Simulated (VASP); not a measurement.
Crystal: ScSi6.

```xyz
7
Lattice="-3.3190 3.3190 3.3190 3.3190 -3.3190 3.3190 3.3190 3.3190 -3.3190" Properties=species:S:1:pos:R:3 pbc="T T T"
Sc    0.0000    0.0000    0.0000
Si    0.0000    3.3190    1.6595
Si    3.3190    0.0000    1.6595
Si    1.6595    3.3190    0.0000
Si    0.0000    1.6595    3.3190
Si    1.6595    0.0000    3.3190
Si    3.3190    1.6595    0.0000
```

The cell was generated, and may not be a known phase.

* Program: VASP 6.6.1
* Task: relaxation of cell and atoms
* Functional: PBE
* Potentials or basis: VASP PAW PBE potentials, release 64 (Sc_sv, Si)
* Cutoff: 600 eV
* k mesh: 8 × 8 × 8
* Occupations: gaussian, width 0.1 eV
* Spin: no spin polarisation

At the start: pressure 0.7 GPa; volume 20.89 Å³/atom.

Question: How do energy, volume and symmetry change on relaxing?

Answer: Over 5 steps the energy falls by 74.5 meV/atom and the volume is 20.93 Å³/atom (+0.2 %); space group Im-3m (No. 229, to 0.1 Å) before and after.

The path:
```csv
step,energy change (eV),largest force (eV/Å),pressure (GPa),volume (Å³)
1,0.0000,0.0000,0.68,146.25
2,-0.4166,0.0000,-0.94,148.15
3,-0.5212,0.0000,-0.32,147.04
4,-0.5216,0.0000,-0.20,146.79
5,-0.5218,0.0000,-0.02,146.48
```

Final structure:
```yaml
crystal:
  lattice:
    - [-3.32075, 3.32075, 3.32075]
    - [3.32075, -3.32075, 3.32075]
    - [3.32075, 3.32075, -3.32075]
  atoms:
    - { symbol: Sc, position: [0.00000, 0.00000, 0.00000] }
    - { symbol: Si, position: [0.75000, 0.25000, 0.50000] }
    - { symbol: Si, position: [0.25000, 0.75000, 0.50000] }
    - { symbol: Si, position: [0.50000, 0.25000, 0.75000] }
    - { symbol: Si, position: [0.75000, 0.50000, 0.25000] }
    - { symbol: Si, position: [0.50000, 0.75000, 0.25000] }
    - { symbol: Si, position: [0.25000, 0.50000, 0.75000] }
```
